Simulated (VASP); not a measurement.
# Zn5O (F-43m) in VASP: notebook

The runs below take Zn5O through relaxation of cell and atoms, single point, with PBE.

All numbers are computed with VASP 6.6.1; they aren't measurements. Logs are shortened: lines on timing, memory, paths and dates and some standing lists are left out, and cuts for length are marked.

## (1) The cell of the first run

The structure is cubic, space group F-43m (No. 216). The conventional cell has a = 6.758 Å, b = 6.758 Å, c = 6.758 Å, α = 90.00°, β = 90.00°, γ = 90.00°. Within 3.7 Å of Zn (site symmetry -43m) lie 12 Zn at 2.80 Å and 4 O at 2.93 Å. Zn (site symmetry 3m) has 9 Zn at 2.37 to 2.80 Å and 3 O at 2.80 Å within 3.1 Å. O (site symmetry -43m) has 16 Zn at 2.80 to 2.93 Å within 3.7 Å.

The cell was generated, and may not be a known phase.

## (2) Relaxation of cell and atoms, PBE, collinear spin, ferromagnetic start

INCAR reads:

```
ALGO = Normal ; EDIFF = 1E-6
EDIFFG = -0.04 ; ENCUT = 600
GGA = PE ; IBRION = 2
ISIF = 3 ; ISMEAR = 0
ISPIN = 2 ; LASPH = T
LCHARG = F ; LORBIT = 11
LREAL = F ; LWAVE = F
MAGMOM = 0 0 0 0 0 1 ; NELM = 150
NSW = 90 ; PREC = Accurate
SIGMA = 0.1
```

KPOINTS reads:

```
k-points
0
Gamma
  4 4 4
```

POSCAR reads:

```
Zn5O
1.0
    0.0000000000      3.3788621100      3.3788621100
    3.3788621100      0.0000000000      3.3788621100
    3.3788621100      3.3788621100      0.0000000000
Zn O
5 1
Direct
    0.2500000000      0.2500000000      0.2500000000
    0.1283094900      0.6238968400      0.6238968400
    0.6238968400      0.6238968400      0.6238968400
    0.6238968400      0.6238968400      0.1283094900
    0.6238968400      0.1283094900      0.6238968400
    0.0000000000      0.0000000000      0.0000000000
```

Potentials or basis: VASP PAW PBE potentials, release 64 (Zn, O).

Started as:

```
$ cat potpaw_PBE.64/Zn/POTCAR potpaw_PBE.64/O/POTCAR > POTCAR
$ mpirun -np 1 vasp_std > vasp.out
```

OUTCAR:

```text
EDIFF = 1E-6
   EDIFFG = -0.04
   ENCUT = 600
   GGA = PE
   IBRION = 2
   ISIF = 3
   ISMEAR = 0
   ISPIN = 2
   LASPH = T
   LORBIT = 11
   LREAL = F
   NELM = 150
   NSW = 90
   PREC = Accurate

 ion  position               nearest neighbor table
   1  0.250  0.250  0.250-   2 2.80   5 2.80   2 2.80   4 2.80   4 2.80   5 2.80   3 2.80   3 2.80
                             3 2.80   2 2.80   4 2.80   5 2.80
   2  0.128  0.624  0.624-   3 2.37   4 2.37   5 2.37   5 2.41   4 2.41   3 2.41   1 2.80   1 2.80
                             1 2.80
   3  0.624  0.624  0.624-   2 2.37   4 2.37   5 2.37   2 2.41   5 2.41   4 2.41   1 2.80   1 2.80
                             1 2.80
   4  0.624  0.624  0.128-   2 2.37   3 2.37   5 2.37   5 2.41   2 2.41   3 2.41   1 2.80   1 2.80
                             1 2.80
   5  0.624  0.128  0.624-   2 2.37   3 2.37   4 2.37   2 2.41   4 2.41   3 2.41   1 2.80   1 2.80
                             1 2.80
   6  0.000  0.000  0.000-

  LATTYP: Found a face centered cubic cell.
 ALAT       =     6.7577242200

  Lattice vectors:

 A1 = (   0.0000000000,   3.3788621100,   3.3788621100)
 A2 = (   3.3788621100,   0.0000000000,   3.3788621100)
 A3 = (   3.3788621100,   3.3788621100,   0.0000000000)

Analysis of symmetry for initial positions (statically):
=====================================================================
 Subroutine PRICEL returns:
 Original cell was already a primitive cell.

 Routine SETGRP: Setting up the symmetry group for a
 face centered cubic supercell.

 Subroutine GETGRP returns: Found 24 space group operations
 (whereof 24 operations were pure point group operations)
 out of a pool of 48 trial point group operations.

The static configuration has the point symmetry T_d .

Analysis of symmetry for dynamics (positions and initial velocities):
=====================================================================
 Subroutine PRICEL returns:
 Original cell was already a primitive cell.

 Routine SETGRP: Setting up the symmetry group for a
 face centered cubic supercell.

 Subroutine GETGRP returns: Found 24 space group operations
 (whereof 24 operations were pure point group operations)
 out of a pool of 48 trial point group operations.

The dynamic configuration has the point symmetry T_d .

Analysis of structural, dynamic, and magnetic symmetry:
=====================================================================
 Subroutine PRICEL returns:
 Original cell was already a primitive cell.

 Routine SETGRP: Setting up the symmetry group for a
 face centered cubic supercell.

 Subroutine GETGRP returns: Found 24 space group operations
 (whereof 24 operations were pure point group operations)
 out of a pool of 48 trial point group operations.

The overall configuration has the point symmetry T_d .

 Subroutine INISYM returns: Found 24 space group operations
 (whereof 24 operations are pure point group operations),
 and found     1 'primitive' translations

----------------------------------------------------------------------------------------

                                     Primitive cell

  volume of cell :      77.1510

  direct lattice vectors                    reciprocal lattice vectors
     0.000000000  3.378862110  3.378862110    -0.147978812  0.147978812  0.147978812
     3.378862110  0.000000000  3.378862110     0.147978812 -0.147978812  0.147978812
     3.378862110  3.378862110  0.000000000     0.147978812  0.147978812 -0.147978812

  length of vectors
     4.778432621  4.778432621  4.778432621     0.256306820  0.256306820  0.256306820

  position of ions in fractional coordinates (direct lattice)
     0.250000000  0.250000000  0.250000000
     0.128309490  0.623896840  0.623896840
     0.623896840  0.623896840  0.623896840
     0.623896840  0.623896840  0.128309490
     0.623896840  0.128309490  0.623896840
     0.000000000  0.000000000  0.000000000

  ion indices of the primitive-cell ions
   primitive index   ion index
                 1           1
                 2           2
                 3           3
                 4           4
                 5           5
                 6           6

----------------------------------------------------------------------------------------

 KPOINTS: k-points

Automatic generation of k-mesh.
 Grid dimensions read from file:
 generate k-points for:    4    4    4

 Generating k-lattice:

  Cartesian coordinates                     Fractional coordinates (reciprocal lattice)
    -0.036994703  0.036994703  0.036994703     0.250000000  0.000000000  0.000000000
     0.036994703 -0.036994703  0.036994703     0.000000000  0.250000000  0.000000000
     0.036994703  0.036994703 -0.036994703     0.000000000  0.000000000  0.250000000

  Length of vectors
     0.064076705  0.064076705  0.064076705

  Shift w.r.t. Gamma in fractional coordinates (k-lattice)
     0.000000000  0.000000000  0.000000000

 Subroutine IBZKPT returns following result:
 ===========================================

 Found      8 irreducible k-points:

 Following reciprocal coordinates:
            Coordinates               Weight
  0.000000  0.000000  0.000000      1.000000
  0.250000  0.000000  0.000000      8.000000
  0.500000  0.000000  0.000000      4.000000
  0.250000  0.250000  0.000000      6.000000
  0.500000  0.250000  0.000000     24.000000
 -0.250000  0.250000  0.000000     12.000000
  0.500000  0.500000  0.000000      3.000000
 -0.250000  0.500000  0.250000      6.000000
   k-points           NKPTS =      8   k-points in BZ     NKDIM =      8   number of bands    NBANDS=     40
   number of dos      NEDOS =    301   number of ions     NIONS =      6
   total plane-waves  NPLWV =  64000
   dimension x,y,z NGX =    40 NGY =   40 NGZ =   40
   dimension x,y,z NGXF=    80 NGYF=   80 NGZF=   80
   ions per type =               5   1
   NGX,Y,Z   is equivalent  to a cutoff of  13.92, 13.92, 13.92 a.u.
   NGXF,Y,Z  is equivalent  to a cutoff of  27.83, 27.83, 27.83 a.u.
 SYSTEM =  unknown system
   PREC   = accura    normal or accurate (medium, high low for compatibility)
   ISTART =      0    job   : 0-new  1-cont  2-samecut
   ICHARG =      2    charge: 1-file 2-atom 10-const
   ISPIN  =      2    spin polarized calculation?
   LNONCOLLINEAR =      F non collinear calculations
   LSORBIT =      F    spin-orbit coupling
   LASPH  =      T    aspherical Exc in radial PAW
   ENCUT  =  600.0 eV  44.10 Ry    6.64 a.u.   9.54  9.54  9.54*2*pi/ulx,y,z
   NELM   =    150;   NELMIN=  2; NELMDL= -5     # of ELM steps
   EDIFF  = 0.1E-05   stopping-criterion for ELM
   LREAL  =      F    real-space projection
   EDIFFG = -.4E-01   stopping-criterion for IOM
   NSW    =     90    number of steps for IOM
   IBRION =      2    ionic relax: 0-MD 1-quasi-New 2-CG
   NFREE  =      1    steps in history (QN), initial steepest desc. (CG)
   ISIF   =      3    stress and relaxation
   ISYM   =      2    0-nonsym 1-usesym 2-fastsym
   POTIM  = 0.5000    time-step for ionic-motion
   TEBEG  =    0.0;   TEEND  =   0.0 temperature during run
   PSTRESS=    0.0 pullay stress
   NELECT =      66.0000    total number of electrons
   NUPDOWN=      -1.0000    fix difference up-down
   EMIN   =  10.00;   EMAX   =-10.00  energy-range for DOS
   EFERMI =   0.00;   METHOD = LEGACY
   ISMEAR =     0;   SIGMA  =   0.10  broadening in eV -4-tet -1-fermi 0-gaus
   EFERMI_NEDOS =   21; number of points for ismear=-14 and -15
   IALGO  =     38    algorithm
   IMIX   =      4    mixing-type and parameters
     AMIX     =   0.40;   BMIX     =  1.00
     AMIX_MAG =   1.60;   BMIX_MAG =  1.00
  volume/ion in A,a.u.               =      12.86        86.77
  Fermi-wavevector in a.u.,A,eV,Ry     =   1.554088  2.936801 32.860659  2.415190
  Thomas-Fermi vector in A             =   2.658225
   LORBIT       =     11    0 simple, 1 ext, 2 COOP (PROOUT), +10 PAW based schemes
   GGA     = PE    functional components
   LHFCALC =     F    Hartree Fock is set to
   AEXX    =    0.0000 exact exchange contribution
   IVDW    =     0    specifies the selected vdW correction
   LEPSILON=     F    determine dielectric tensor
   LRPA    =     F    only Hartree local field effects (RPA)
 conjugate gradient relaxation of ions
 spin polarized calculation
 Gauss-broadening in eV      SIGMA  =   0.10
  energy-cutoff  :      600.00
  volume of cell :       77.15
 maximum number of plane-waves:      2637
 NGX is ok and might be reduce to    40
   NGX = 19   NGY = 19   NGZ = 19

--------------------------------------- Ionic step        1  -------------------------------------------

 number of electron      65.9999994 magnetization       0.0204544

 number of electron      65.9999993 magnetization      -0.0812523

 Free energy of the ion-electron system (eV)
  ---------------------------------------------------
  ext. energy  EPLUGINS =         0.00000000
  ---------------------------------------------------
  free energy    TOTEN  =        -8.42907767 eV

  energy without entropy =       -8.39532342  energy(sigma->0) =       -8.41220055

------------------------ aborting loop because EDIFF is reached ----------------------------------------

  FORCE on cell =-STRESS in cart. coord.  units (eV):
  Direction    XX          YY          ZZ          XY          YZ          ZX
  --------------------------------------------------------------------------------------
  -------------------------------------------------------------------------------------
  Total        7.6588603      7.6588603      7.6588603     -0.0000000      0.0000000      0.0000000
  in kB      159.0498743    159.0498743    159.0498743     -0.0000000      0.0000000      0.0000000
  external PRESSURE =     159.0498743 kB  Pullay stress =       0.0000000 kB
[... 189 lines left out ...]
  energy  without entropy=       -8.9383640377  energy(sigma->0) =       -8.96242811

--------------------------------------- Ionic step        6  -------------------------------------------

 number of electron      66.0000012 magnetization       0.0027979

 Free energy of the ion-electron system (eV)
  ---------------------------------------------------
  ext. energy  EPLUGINS =         0.00000000
  ---------------------------------------------------
  free energy    TOTEN  =        -8.98673732 eV

  energy without entropy =       -8.93851650  energy(sigma->0) =       -8.96262691

 E-fermi :   2.1068     XC(G=0): -11.1199

 val. band max:        2.0977307767   @ k =   0.2500   0.0000   0.0000
 cond. band min:       2.1313500414   @ k =   0.5000   0.2500   0.0000
 fundamental gap:      0.0336192647
 Fermi energy:         2.1067576998

 spin component 1

 k-point     1 :       0.0000    0.0000    0.0000
  band No.  band energies     occupation
      1     -14.1909      1.00000
      2      -7.6123      1.00000
      3      -6.2123      1.00000
      4      -6.2123      1.00000
      5      -6.2123      1.00000
      6      -5.9113      1.00000
[... 333 lines left out ...]
     39       8.8392      0.00000
     40       9.1579      0.00000
 Fermi energy:         2.1067576998

 spin component 2

 k-point     1 :       0.0000    0.0000    0.0000
  band No.  band energies     occupation
      1     -14.1890      1.00000
      2      -7.6121      1.00000
      3      -6.2122      1.00000
      4      -6.2122      1.00000
      5      -6.2122      1.00000
      6      -5.9112      1.00000
[... 366 lines left out ...]
  FREE ENERGIE OF THE ION-ELECTRON SYSTEM (eV)
  ---------------------------------------------------
  free  energy   TOTEN  =        -8.9867373198 eV

  energy  without entropy=       -8.9385165032  energy(sigma->0) =       -8.96262691

 reached required accuracy - stopping structural energy minimisation

 total charge

# of ion       s       p       d       tot
------------------------------------------
    1        0.610   0.275   9.730  10.615
    2        0.617   0.443   9.734  10.793
    3        0.617   0.443   9.734  10.793
    4        0.617   0.443   9.734  10.793
    5        0.617   0.443   9.734  10.793
    6        1.609   3.123   0.000   4.732
--------------------------------------------------
tot          4.685   5.169  48.666  58.520

 magnetization (x)

# of ion       s       p       d       tot
------------------------------------------
    1        0.000   0.000   0.000   0.000
    2        0.000   0.000   0.000   0.000
    3        0.000   0.000   0.000   0.000
    4        0.000   0.000   0.000   0.000
    5        0.000   0.000   0.000   0.000
    6        0.000   0.002   0.000   0.002
--------------------------------------------------
tot          0.001   0.002   0.000   0.003
```

Run time: 4.6 min. Hardware: 1 thread of Intel Xeon 6975P-C (Granite Rapids), shared host; peak memory 0.29 GiB.

What came out:

| Item | Value |
| --- | --- |
| Free energy | -8.9867 eV |
| Relaxed volume | 15.03 Å³/atom |
| Relaxed cell | a = 5.034 Å, b = 5.034 Å, c = 5.034 Å, α = 60.00°, β = 60.00°, γ = 60.00° |
| Space group after relaxing (to 0.1 Å) | F-43m (No. 216) |
| Energy gained by relaxing | 92.9 meV/atom |
| Ionic steps | 6 |
| Pressure after relaxing | -0.2 GPa |
| Largest force after relaxing | 0.011 eV/Å |
| Band gap on the k mesh | zero (filled and empty bands overlap) |
| Net moment | 0.00 μB per cell |
| Valence electrons inside the program's atomic spheres | Zn 10.62, 10.79 (each value once); O 4.73 |

Forces in eV/Å, atoms in the order of the input:
```
Zn   0.000  0.000  0.000
Zn  -0.006  0.006  0.006
Zn  -0.006 -0.006 -0.006
Zn   0.006  0.006 -0.006
Zn   0.006 -0.006  0.006
O    0.000  0.000  0.000
```

The path:
```tsv
step	energy change (eV)	largest force (eV/Å)	pressure (GPa)	volume (Å³)
1	0.0000	0.5818	15.90	77.15
2	-0.5337	0.3695	-1.62	92.30
3	-0.5512	0.2757	0.44	89.47
4	-0.5512	0.2854	0.23	89.73
5	-0.5574	0.0435	-0.26	90.27
6	-0.5577	0.0110	-0.19	90.18
```

Final structure:
```
Zn O
1.0
     0.00000    3.55925    3.55925
     3.55925    0.00000    3.55925
     3.55925    3.55925    0.00000
Zn O
5 1
Direct
  0.25000 0.25000 0.25000
  0.12482 0.62506 0.62506
  0.62506 0.62506 0.62506
  0.62506 0.62506 0.12482
  0.62506 0.12482 0.62506
  0.00000 0.00000 0.00000
```

Caveat: the k points lie up to 0.38 Å⁻¹ apart in the final cell, too coarse for converged energies and pressures of a metal; the volume moved by over 15 % at a fixed basis, so the end points are rough; semilocal functionals underestimate gaps, and a narrow one can read as zero.

## (3) Single point, PBE, collinear spin, ferromagnetic start

This run uses another cell than the first one, of 14.89 Å³/atom.

INCAR reads:

```
SYSTEM = Zn5O
PREC     = Accurate       ! precision mode
ENCUT    = 520            ! plane-wave cutoff, eV
EDIFF    = 1E-6           ! SCF threshold, eV
ISMEAR   = 0              ! smearing method
SIGMA    = 0.1            ! smearing width, eV
LREAL    = .False.        ! projectors in reciprocal space
LASPH    = .True.         ! aspherical terms in the spheres
NELM     = 150            ! most SCF steps
ALGO     = Normal         ! electronic algorithm
ISIF     = 2              ! what is computed and relaxed
LWAVE    = .False.        ! write WAVECAR
LCHARG   = .True.         ! write CHGCAR
ISPIN    = 2              ! spin polarisation
MAGMOM   = 0 0 0 0 0 0.81 ! initial moments
LORBIT   = 11             ! projections on sites
GGA      = PE             ! functional
LELF     = .True.         ! ELF
LVHAR    = .True.       
NBANDS   = 46             ! bands
```

KPOINTS reads:

```
Automatic mesh
0
Gamma
  10 10 10
  0 0 0
```

POSCAR reads:

```
Zn5O
1.0
    0.0000000000      3.5480237964      3.5480237964
    3.5480237964      0.0000000000      3.5480237964
    3.5480237964      3.5480237964      0.0000000000
Zn O
5 1
Direct
    0.7500000000      0.7500000000      0.7500000000
    0.3749754906      0.3749754906      0.8750735283
    0.3749754906      0.8750735283      0.3749754906
    0.3749754906      0.3749754906      0.3749754906
    0.8750735283      0.3749754906      0.3749754906
    0.0000000000      0.0000000000      0.0000000000
```

Potentials or basis: VASP PAW PBE potentials, release 64 (Zn, O).

Started as:

```
$ cat potpaw_PBE.64/Zn/POTCAR potpaw_PBE.64/O/POTCAR > POTCAR
$ mpirun -np 1 vasp_std > vasp.out
```

It took 5 min on 1 thread of AMD EPYC 9R45 (Zen 5), shared host; peak memory 0.42 GiB.

Results (log left out):

| Property | Result |
| --- | --- |
| Free energy | -9.1150 eV |
| Pressure | 0.3 GPa |
| Band gap on the k mesh | zero (filled and empty bands overlap) |
| Net moment | -0.02 μB per cell |
| Valence electrons inside the program's atomic spheres | Zn 10.61, 10.80 (each value once); O 4.74 |

Levels at points of the mesh, in eV from the Fermi level:
Spin up:
| k point | band 30 | band 31 | band 32 | band 33 | band 34 | band 35 | band 36 | band 37 |
| --- | --- | --- | --- | --- | --- | --- | --- | --- |
| (0.00, 0.00, 0.00) | -2.25 | -2.25 | 0.00 | 0.00 | 0.00 | 0.89 | 1.88 | 1.88 |
| (0.50, 0.00, 0.00) | -2.50 | -2.50 | -0.63 | -0.55 | -0.55 | 2.01 | 2.01 | 2.64 |
| (0.50, 0.50, 0.00) | -3.62 | -3.27 | -0.60 | 0.17 | 0.17 | 0.55 | 5.54 | 6.33 |
Spin down:
```
           k point  band 30  band 31  band 32  band 33  band 34  band 35  band 36  band 37
(0.00, 0.00, 0.00)    -2.26    -2.26    -0.01    -0.01    -0.01     0.88     1.87     1.87
(0.50, 0.00, 0.00)    -2.52    -2.51    -0.65    -0.55    -0.55     2.01     2.01     2.64
(0.50, 0.50, 0.00)    -3.63    -3.27    -0.62     0.15     0.15     0.55     5.54     6.33
```

Caveat: semilocal functionals underestimate gaps, and a narrow one can read as zero.

The gap in the log of VASP goes by the Fermi energy; the results here count the filled bands.